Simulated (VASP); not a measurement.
Wanted: the native input for a VASP 6.6.1 run.

```yaml
Task: single point
Functional: PBE
Potentials_or_basis: VASP PAW PBE potentials, release 64 (Sr_sv, Cl)
Cutoff: 520 eV
k_mesh: 6 × 6 × 6
Occupations: gaussian, width 0.05 eV
Spin: no spin polarisation
Dipole_correction: no
Further_INCAR_settings: ALGO = Normal; EDIFF = 1e-07; NBANDS = 19
```

The structure of SrCl2 lies in POSCAR:

```
SrCl2
1.0
    0.0000000000      3.5722889933      3.6887456145
    3.5722889933      0.0000000000      3.6887456145
    3.5722889933      3.5722889933      0.0000000000
Sr Cl
1 2
Direct
    0.0000000000      0.0000000000      0.0000000000
    0.2500000000      0.2500000000      0.2500000000
    0.7500000000      0.7500000000      0.7500000000
```

This cell differs from its parent crystal: volume 31.382 Å^3 an atom, c/a of the conventional cell 1.0326.

The input as run:

INCAR

```
PREC     = Accurate       # precision mode
ENCUT    = 520            # plane-wave cutoff, eV
EDIFF    = 1E-7           # SCF threshold, eV
ISMEAR   = 0              # smearing method
SIGMA    = 0.05           # smearing width, eV
LREAL    = F              # projectors in reciprocal space
LASPH    = T              # aspherical terms in the spheres
NELM     = 60             # most SCF steps
ALGO     = Normal         # electronic algorithm
ISIF     = 2              # what is computed and relaxed
LWAVE    = F              # write WAVECAR
LCHARG   = T              # write CHGCAR
GGA      = PE             # functional
LELF     = T              # ELF
LVHAR    = T            
NBANDS   = 19             # bands
```

KPOINTS

```
Automatic mesh
0
Gamma
  6 6 6
```

Potentials or basis: VASP PAW PBE potentials, release 64 (Sr_sv, Cl).

Command:

```bash
$ cat potpaw_PBE.64/Sr_sv/POTCAR potpaw_PBE.64/Cl/POTCAR > POTCAR
$ mpirun -np 1 vasp_std > vasp.out
```

Results of the run:

The pressure is -2.1 GPa and the band gap on the k mesh is 4.86 eV, indirect (least direct gap 5.15 eV).

Run time: 34 s on 1 thread of Intel(R) Xeon(R) 6975P-C (Granite Rapids), with other jobs on the host, peak memory 0.26 GiB.
